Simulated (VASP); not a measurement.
Here is a VASP 6.6.1 calculation.

Contents of POSCAR:

```
Al
1.0
   -1.5805390481      1.5805390481      1.5805390481
    1.5805390481     -1.5805390481      1.5805390481
    1.5805390481      1.5805390481     -1.5805390481
Al
1
Direct
    0.0000000000      0.0000000000      0.0000000000
```

File INCAR.step1:

```
SYSTEM = Al
PREC = Accurate
ENCUT = 520
EDIFF = 1E-5
ISMEAR = -1
SIGMA = 0.05
LREAL = .FALSE.
LASPH = .TRUE.
NELM = 80
ALGO = Normal
ISIF = 2
LWAVE = .TRUE.
LCHARG = .FALSE.
NBANDS = 8
GGA = PE
```

The input INCAR.step2:

```
SYSTEM = Al
PREC = Accurate
ENCUT = 520
EDIFF = 1E-6
ISMEAR = -1
SIGMA = 0.05
LREAL = .FALSE.
LASPH = .TRUE.
NELM = 80
ALGO = Normal
ISIF = 2
LWAVE = .FALSE.
LCHARG = .FALSE.
GGA = PE
LHFCALC = .TRUE.
AEXX = 0.25
PRECFOCK = Normal
NBANDS = 8
ISTART = 1
```

The input KPOINTS:

```
regular mesh
0
G
  6 6 6
  0 0 0
```

Potentials or basis: VASP PAW PBE potentials, release 64 (Al).

Command:

```sh
$ cat potpaw_PBE.64/Al/POTCAR > POTCAR
$ cp INCAR.step1 INCAR
$ mpirun -np 1 vasp_std > vasp.out
$ cp INCAR.step2 INCAR
$ mpirun -np 1 vasp_std > vasp.out
```

(1) What does it give for the pressure?

Answers

(1) 5.1 GPa.

Caveat: the k points lie up to 0.47 Å⁻¹ apart; the PAW data sets were made with another functional, which shifts forces and pressure a little.
